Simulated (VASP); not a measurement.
# W (P6_3/mmc) in VASP: a series of runs, part 2 of 2

VASP 6.6.1. The steps go on from the part before.

**5. Relaxation of cell and atoms, LDA**

The input, INCAR:

```
SYSTEM = W
PREC     = Accurate       ! precision mode
ENCUT    = 600            ! plane-wave cutoff, eV
EDIFF    = 1E-6           ! SCF threshold, eV
ISMEAR   = -1             ! smearing method
SIGMA    = 0.05           ! smearing width, eV
LREAL    = .False.        ! projectors in reciprocal space
LASPH    = .True.         ! aspherical terms in the spheres
NELM     = 100            ! most SCF steps
ALGO     = Normal         ! electronic algorithm
ISIF     = 3              ! what is computed and relaxed
LWAVE    = .False.        ! write WAVECAR
LCHARG   = .False.        ! write CHGCAR
GGA      = CA             ! functional
IBRION   = 2              ! ionic algorithm
NSW      = 45             ! ionic steps
EDIFFG   = -0.005         ! ionic threshold
```

The input, KPOINTS:

```
Automatic mesh
0
Gamma
  17 17 9
  0 0 0
```

The input, POSCAR:

```
W
1.0
    2.7358079164      0.0000000000      0.0000000000
   -1.3679039582      2.3692791554      0.0000000000
    0.0000000000      0.0000000000      4.8533940543
W
2
Direct
    0.3333333333      0.6666666667      0.2500000000
    0.6666666667      0.3333333333      0.7500000000
```

Potentials or basis: VASP PAW LDA potentials, release 64 (W_sv).

On the command line:

```bash
$ cat potpaw_LDA.64/W_sv/POTCAR > POTCAR
$ mpirun -np 1 vasp_std > vasp.out
```

OUTCAR:

```text
SYSTEM = W
   PREC = Accurate
   ENCUT = 600
   EDIFF = 1E-6
   ISMEAR = -1
   LREAL = .False.
   LASPH = .True.
   NELM = 100
   ISIF = 3
   GGA = CA
   IBRION = 2
   NSW = 45
   EDIFFG = -0.005

 ion  position               nearest neighbor table
   1  0.333  0.667  0.250-   2 2.90   2 2.90   2 2.90   2 2.90   2 2.90   2 2.90
   2  0.667  0.333  0.750-   1 2.90   1 2.90   1 2.90   1 2.90   1 2.90   1 2.90

  LATTYP: Found a hexagonal cell.
 ALAT       =     2.7358079164
 C/A-ratio  =     1.7740258829

  Lattice vectors:

 A1 = (   2.7358079164,   0.0000000000,   0.0000000000)
 A2 = (  -1.3679039582,   2.3692791554,   0.0000000000)
 A3 = (   0.0000000000,   0.0000000000,   4.8533940543)

Analysis of symmetry for initial positions (statically):
=====================================================================
 Subroutine PRICEL returns:
 Original cell was already a primitive cell.

 Routine SETGRP: Setting up the symmetry group for a
 hexagonal supercell.

 Subroutine GETGRP returns: Found 24 space group operations
 (whereof 12 operations were pure point group operations)
 out of a pool of 24 trial point group operations.

The static configuration has the point symmetry D_3d.
 The point group associated with its full space group is D_6h.

Analysis of symmetry for dynamics (positions and initial velocities):
=====================================================================
 Subroutine PRICEL returns:
 Original cell was already a primitive cell.

 Routine SETGRP: Setting up the symmetry group for a
 hexagonal supercell.

 Subroutine GETGRP returns: Found 24 space group operations
 (whereof 12 operations were pure point group operations)
 out of a pool of 24 trial point group operations.

The dynamic configuration has the point symmetry D_3d.
[... 120 lines left out ...]
     AMIX_MAG =   1.60;   BMIX_MAG =  1.00
  volume/ion in A,a.u.               =      15.73       106.15
  Fermi-wavevector in a.u.,A,eV,Ry     =   1.574750  2.975847 33.740253  2.479839
  Thomas-Fermi vector in A             =   2.675838
   LORBIT       =      0    0 simple, 1 ext, 2 COOP (PROOUT), +10 PAW based schemes
   GGA     = CA    functional components
   LHFCALC =     F    Hartree Fock is set to
   AEXX    =    0.0000 exact exchange contribution
   IVDW    =     0    specifies the selected vdW correction
   LEPSILON=     F    determine dielectric tensor
   LRPA    =     F    only Hartree local field effects (RPA)
 conjugate gradient relaxation of ions
 non-spin polarized calculation
  energy-cutoff  :      600.00
  volume of cell :       31.46
 maximum number of plane-waves:      1087
 NGX is ok and might be reduce to    24
   NGX = 11   NGY = 11   NGZ = 19

--------------------------------------- Ionic step        1  -------------------------------------------

 number of electron      27.9999998 magnetization

 Free energy of the ion-electron system (eV)
  ---------------------------------------------------
  ext. energy  EPLUGINS =         0.00000000
  ---------------------------------------------------
  free energy    TOTEN  =       -27.19887342 eV

  energy without entropy =      -27.18185628  energy(sigma->0) =      -27.19036485

------------------------ aborting loop because EDIFF is reached ----------------------------------------

  FORCE on cell =-STRESS in cart. coord.  units (eV):
  Direction    XX          YY          ZZ          XY          YZ          ZX
  --------------------------------------------------------------------------------------
  -------------------------------------------------------------------------------------
  Total        0.3904984      0.3904984      0.2938269      0.0000000      0.0000000     -0.0000000
  in kB       19.8876040     19.8876040     14.9642421      0.0000000      0.0000000     -0.0000000
  external PRESSURE =      18.2464834 kB  Pullay stress =       0.0000000 kB
[... 59 lines left out ...]
--------------------------------------- Ionic step        3  -------------------------------------------

 number of electron      27.9999998 magnetization

 Free energy of the ion-electron system (eV)
  ---------------------------------------------------
  ext. energy  EPLUGINS =         0.00000000
  ---------------------------------------------------
  free energy    TOTEN  =       -27.19999062 eV

  energy without entropy =      -27.18271182  energy(sigma->0) =      -27.19135122

 E-fermi :  10.9754     XC(G=0): -13.8204

 val. band max:       10.9738235688   @ k =   0.1765   0.0588   0.0000
 cond. band min:      10.9780795125   @ k =   0.3529   0.0000   0.4444
 fundamental gap:      0.0042559437
 Fermi energy:        10.9753761673

 k-point     1 :       0.0000    0.0000    0.0000
  band No.  band energies     occupation
      1     -62.2941      2.00000
      2     -62.2046      2.00000
      3     -27.3712      2.00000
      4     -26.2975      2.00000
      5     -26.1211      2.00000
      6     -26.1211      2.00000
[... 481 lines left out ...]
      5     -26.8909      2.00000
      6     -26.4058      2.00000
[... 10 lines left out ...]
     17      14.2571      0.00000
     18      15.1618      0.00000

 [... further k-points ...]
[... 5 lines left out ...]
  --------------------------------------------------------------------------------------
  -------------------------------------------------------------------------------------
  Total       -0.0051352     -0.0051352      0.0034663      0.0000000      0.0000000      0.0000000
  in kB       -0.2599787     -0.2599787      0.1754904      0.0000000      0.0000000      0.0000000
  external PRESSURE =      -0.1148223 kB  Pullay stress =       0.0000000 kB
[... 17 lines left out ...]
  FREE ENERGIE OF THE ION-ELECTRON SYSTEM (eV)
  ---------------------------------------------------
  free  energy   TOTEN  =       -27.1999906169 eV

  energy  without entropy=      -27.1827118186  energy(sigma->0) =      -27.19135122

 reached required accuracy - stopping structural energy minimisation
```

OSZICAR:

```text
N       E                     dE             d eps       ncg     rms          rms(c)
DAV:   1     0.303677560701E+03    0.30368E+03   -0.19360E+04  5948   0.203E+03
DAV:   2    -0.186260786129E+02   -0.32230E+03   -0.31834E+03  6508   0.546E+02
DAV:   3    -0.282931127807E+02   -0.96670E+01   -0.93915E+01  7234   0.902E+01
DAV:   4    -0.284491475571E+02   -0.15603E+00   -0.15336E+00  7132   0.106E+01
[... 20 lines left out ...]
DAV:   3    -0.272000420902E+02    0.16610E-01   -0.54545E-02  6604   0.237E+00    0.723E-01
DAV:   4    -0.272003089363E+02   -0.26685E-03   -0.16121E-03  6196   0.423E-01    0.270E-01
DAV:   5    -0.271999893170E+02    0.31962E-03   -0.14607E-03  6894   0.403E-01    0.621E-03
DAV:   6    -0.271999904531E+02   -0.11361E-05   -0.22696E-05  6522   0.518E-02    0.991E-03
DAV:   7    -0.271999906169E+02   -0.16384E-06   -0.34547E-07  3500   0.664E-03
   3 F= -.27199991E+02 E0= -.27191351E+02  d E =-.111719E-02
```

CONTCAR:

```text
W
   1.00000000000000
     2.7417180673873500   -0.0000000000000000   -0.0000000000000000
    -1.3708590336936750    2.3743974962947476    0.0000000000000000
     0.0000000000000000    0.0000000000000000    4.8612832147418965
  W
     2
Direct
     0.3333333332999970    0.6666666667000030    0.2500000000000000
     0.6666666667000030    0.3333333332999970    0.7500000000000000

  0.00000000E+00  0.00000000E+00  0.00000000E+00
  0.00000000E+00  0.00000000E+00  0.00000000E+00
```

It took 60 s on 1 thread of Intel Xeon 6975P-C (Granite Rapids), shared host; peak memory 0.22 GiB.

Results:

* Free energy: -27.2000 eV
* Relaxed volume: 15.82 Å³/atom
* Relaxed cell: a = 2.742 Å, b = 2.742 Å, c = 4.861 Å, α = 90.00°, β = 90.00°, γ = 120.00°
* Space group after relaxing (to 0.1 Å): P6_3/mmc (No. 194)
* Energy gained by relaxing: 0.6 meV/atom
* Ionic steps: 3
* Pressure after relaxing: 0.0 GPa
* Band gap on the k mesh: zero (bands 14 and 15 overlap by 1.77 eV)

The path:
```tsv
step	energy change (eV)	largest force (eV/Å)	pressure (GPa)	volume (Å³)
1	0.0000	0.0000	1.82	31.46
2	0.0112	0.0000	-5.99	32.28
3	-0.0011	0.0000	-0.01	31.65
```

Final structure:
```cif
data_structure
_symmetry_space_group_name_H-M 'P 1'
_symmetry_Int_Tables_number 1
_cell_length_a 2.7417
_cell_length_b 2.7417
_cell_length_c 4.8613
_cell_angle_alpha 90.000
_cell_angle_beta 90.000
_cell_angle_gamma 120.000
_cell_volume 31.65
loop_
_atom_site_label
_atom_site_type_symbol
_atom_site_fract_x
_atom_site_fract_y
_atom_site_fract_z
_atom_site_occupancy
W1 W 0.33333 0.66667 0.25000 1
W2 W 0.66667 0.33333 0.75000 1
```

Caveat: spin-orbit coupling is left out, which moves the levels of the heavy elements.

**6. The runs side by side**

| task | cell | cutoff (eV) | gap on the mesh (eV) | pressure (GPa) | relaxed volume (Å³/atom) |
| --- | --- | --- | --- | --- | --- |
| single point | a = 2.736, b = 2.736, c = 4.853 Å, angles 90.0, 90.0, 120.0°, 2 atoms | 520 | none | 1.8 | - |
| single point | a = 2.791, b = 2.791, c = 4.897 Å, angles 90.0, 90.0, 120.0°, 2 atoms | 520 | none | -12.6 | - |
| relaxation of cell and atoms | relaxed from a = 2.801, b = 2.801, c = 4.537 Å, angles 90.0, 90.0, 120.0°, 2 atoms | 600 | none | 0.0 | 15.82 |
| relaxation of cell and atoms | relaxed from a = 2.736, b = 2.736, c = 4.853 Å, angles 90.0, 90.0, 120.0°, 2 atoms | 600 | none | 0.0 | 15.82 |

Alike in all rows: level LDA; potentials or basis VASP PAW LDA potentials, release 64 (W_sv); no spin polarisation; k mesh 17 × 17 × 9; smearing fermi-dirac 0.05 eV.

Caveats: spin-orbit coupling is left out, which moves the levels of the heavy elements; the cell stands under tension (at least some runs).

Total energies depend on the potentials used, so only differences within one code and one set of settings carry meaning.
